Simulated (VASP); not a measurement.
Runs of VASP 6.6.1 on Hg. The structure is that of space group R-3m (No. 166), or close to it. The cells are those of the table. 

```csv
spin,cell,k mesh,cutoff (eV),smearing,gap on the mesh (eV),pressure (GPa)
off,"a = 2.933, b = 2.933, c = 2.963 Å, angles 94.8, 94.8, 85.0°, 1 atom",6 × 6 × 6,500,gaussian 0.1 eV,none,(a)
"collinear, ferromagnetic start","a = 3.164, b = 3.164, c = 3.196 Å, angles 94.8, 94.8, 85.0°, 1 atom",6 × 6 × 6,520,gaussian 0.1 eV,none,-1.0
off,"a = 3.029, b = 3.029, c = 3.060 Å, angles 94.8, 94.8, 85.0°, 1 atom",6 × 4 × 5,500,gaussian 0.1 eV,none,1.5
off,"a = 3.024, b = 3.024, c = 3.055 Å, angles 94.8, 94.8, 85.0°, 1 atom",6 × 6 × 6,500,gaussian 0.1 eV,none,(b)
off,"a = 3.029, b = 3.029, c = 3.060 Å, angles 94.8, 94.8, 85.0°, 1 atom",5 × 5 × 5,500,gaussian 0.272114 eV,none,1.2
```

Alike in all rows: task single point; level PBE; potentials or basis VASP PAW PBE potentials, release 64 (Hg).

Fill in the values left out.

(a) 4.9; (b) 0.8.

Caveats: some runs use coarse meshes; spin-orbit coupling is left out, which moves the levels of the heavy elements.

A k mesh can miss the band edges, and the runs leave out spin-orbit coupling on Hg.

A gap of «none» marks levels without a gap at the run's occupations.
